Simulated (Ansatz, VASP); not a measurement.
# NbC in VASP and in Ansatz

The input INCAR:

```
SYSTEM = NbC
PREC = Accurate
ENCUT = 600
EDIFF = 1E-6
ISMEAR = 0
SIGMA = 0.05
LREAL = .FALSE.
LASPH = .TRUE.
NELM = 120
ALGO = Normal
ISIF = 2
LWAVE = .FALSE.
LCHARG = .TRUE.
GGA = PS
IVDW = 12
LELF = .TRUE.
LVHAR = .TRUE.
NBANDS = 16
GGA_COMPAT = .FALSE.
```

KPOINTS

```
Automatic mesh
0
G
  10 10 10
  0 0 0
```

Contents of POSCAR:

```
NbC
1.0
    0.0000000000      2.1939051189      2.1939051189
    2.1939051189      0.0000000000      2.1939051189
    2.1939051189      2.1939051189      0.0000000000
Nb C
1 1
Direct
    0.0000000000      0.0000000000      0.0000000000
    0.5000000000      0.5000000000      0.5000000000
```

Input for Ansatz:

```yaml
crystal:
  lattice:
    - [0.0, 2.1939051189, 2.1939051189]
    - [2.1939051189, 0.0, 2.1939051189]
    - [2.1939051189, 2.1939051189, 0.0]
  atoms:
    - { symbol: Nb, position: [0.0, 0.0, 0.0] }
    - { symbol: C, position: [0.5, 0.5, 0.5] }
basis:
  ecutwfc: 420
  ecutrho_ratio: 4
kpoints:
  mp_grid: { grid: [10, 10, 10] }
hamiltonian:
  xc: pbesol
  dispersion: d3bj
scf:
  occupations: { method: gaussian, width: 0.05 }
output:
  forces: true
  stress: true
  eigenvalues: true
```

Alike in both runs: task single point; functional PBEsol; dispersion D3(BJ); k mesh 10 × 10 × 10; occupations gaussian, width 0.05 eV; no spin polarisation.

|  | VASP | Ansatz |
| --- | --- | --- |
| version | VASP 6.6.1 | Ansatz 0.2.0 |
| potentials or method | VASP PAW PBE potentials, release 64 (Nb_sv, C), cutoff 600 eV | scalar-relativistic, plane waves, PAW |
| valence electrons in the cell | 17 | 17 |

```tsv
	VASP	Ansatz	Ansatz less VASP
gap on the k mesh at the Fermi level (eV)	none	none	-
pressure (GPa)	6.5	7.1	+0.61
```

VASP's potentials were made for PBE, not for PBEsol. A gap of «none» marks a metal or a gap that the smearing closes.
